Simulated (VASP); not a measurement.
Crystal: Zr3H.

```
Zr H
1.0
     3.94343    0.00000    0.00000
     0.00000    3.94343    0.00000
     0.00000    0.00000    3.94343
Zr H
3 1
Direct
  0.50000 0.00000 0.00000
  0.00000 0.50000 0.00000
  0.00000 0.00000 0.50000
  0.50000 0.50000 0.50000
```

```yaml
Program: VASP 6.6.1
Task: relaxation of cell and atoms
Functional: PBE
Potentials_or_basis: VASP PAW PBE potentials, release 64 (Zr_sv, H)
Cutoff: 600 eV
k_mesh: 4 × 4 × 4
Occupations: gaussian, width 0.1 eV
Spin: no spin polarisation
```

At the start: pressure 24.3 GPa; volume 15.33 Å³/atom.

**Question.** Where does the relaxation end?

**Answer.** Over 3 steps the energy falls by 251.9 meV/atom and the volume is 19.20 Å³/atom (+25.3 %); space group Pm-3m (No. 221, to 0.05 Å).

Step by step:
```
step  energy change (eV)  largest force (eV/Å)  pressure (GPa)  volume (Å³)
   1              0.0000                0.0000           24.30        61.32
   2             -0.8627                0.0000           -5.90        84.36
   3             -1.0077                0.0000            0.16        76.81
```

Final structure:
```
Zr H
1.0
     4.25084    0.00000    0.00000
     0.00000    4.25084    0.00000
     0.00000    0.00000    4.25084
Zr H
3 1
Direct
  0.50000 0.00000 0.00000
  0.00000 0.50000 0.00000
  0.00000 0.00000 0.50000
  0.50000 0.50000 0.50000
```

Caveat: the k points lie up to 0.37 Å⁻¹ apart in the final cell; the volume moved by over 15 % at a fixed basis, so the end points are rough.
